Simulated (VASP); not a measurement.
HfC: density of states with PBE

HfC:

```xyz
2
Lattice="0.0000 2.3250 2.3250 2.3250 0.0000 2.3250 2.3250 2.3250 0.0000" Properties=species:S:1:pos:R:3 pbc="T T T"
Hf    2.3250    2.3250    2.3250
C     0.0000    0.0000    0.0000
```

| Property | Result |
| --- | --- |
| Program | VASP 6.6.1 |
| Task | density of states |
| Functional | PBE |
| Potentials or basis | VASP PAW PBE potentials, release 64 (Hf_pv, C) |
| Cutoff | 520 eV |
| k mesh | 12 × 12 × 12 |
| Occupations | fermi-dirac, width 0.05 eV |
| Spin | no spin polarisation |
| Dipole correction | no |
| k mesh for the DOS | 18 × 18 × 18 |
| Occupations for the DOS | tetrahedron |
| Further INCAR settings | ALGO = Normal; EDIFF = 1e-06; NBANDS = 14 |

* Valence electrons inside the program's atomic spheres: Hf 8.59; C 2.39

Levels at points of the mesh, in eV from the Fermi level:
```tsv
k point	band 3	band 4	band 5	band 6	band 7	band 8	band 9	band 10	band 11	band 12
(0.00, 0.00, 0.00)	-29.58	-12.32	0.99	0.99	0.99	1.38	1.38	1.38	3.38	3.38
(0.50, 0.00, 0.00)	-29.65	-8.58	-6.15	-2.99	-2.99	5.31	5.31	5.77	6.54	11.38
(0.50, 0.50, 0.00)	-29.81	-10.42	-2.60	-1.78	-0.11	-0.11	5.30	6.73	6.73	8.42
```

Wall time 28 s on 1 thread of Intel(R) Xeon(R) Platinum 8375C CPU @ 2.90GHz (Ice Lake), with other jobs on the host, peak memory 0.19 GiB.

Caveat: spin-orbit coupling is left out, which moves the levels of the heavy elements.
